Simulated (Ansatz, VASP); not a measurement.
One calculation of Si, two programs

```
Si
1.0
     0.00000    5.43000    5.43000
     5.43000    0.00000    5.43000
     5.43000    5.43000    0.00000
Si
17
Cartesian
  -0.0141 0.0155 -0.0144
  1.3618 1.3904 1.3615
  2.7215 2.7104 -0.0008
  4.0405 4.0705 1.3610
  2.7408 0.0204 2.7400
  4.0793 1.3532 4.0786
  5.4111 2.6926 2.7397
  6.7901 4.0726 4.1106
  -0.0003 2.7102 2.7214
  1.3615 4.0704 4.0404
  2.7209 5.4324 2.7205
  4.0736 6.7877 4.0733
  2.7406 2.6924 5.4108
  4.1118 4.0725 6.7896
  5.4278 5.4353 5.4270
  6.7898 6.7528 6.7892
  6.7954 9.4981 6.7945
```

Alike in both runs: functional LDA; k mesh 2 × 2 × 2; occupations gaussian, width 0.05 eV; no spin polarisation.

Ansatz relaxed the structure, and its values are those at the end. VASP's run is a single point on that final structure, the one shown.

```csv
,VASP,Ansatz
version,VASP 6.6.1,Ansatz 0.2.0
potentials or method,"VASP PAW LDA potentials, release 64 (Si), cutoff 520 eV","scalar-relativistic, plane waves, PAW"
valence electrons in the cell,68,68
```

Ansatz gave:

```
rms of the force components (eV/Å) : 0.013
```

Estimate VASP's values.

rms of the force components (eV/Å): 0.014.

Ansatz warns that its potentials were made for another functional, while VASP's fit it. LDA's correlation is that of Perdew and Zunger in VASP and of Perdew and Wang (1992) in Ansatz.

The k mesh is coarse, so the values compare programs but aren't converged.
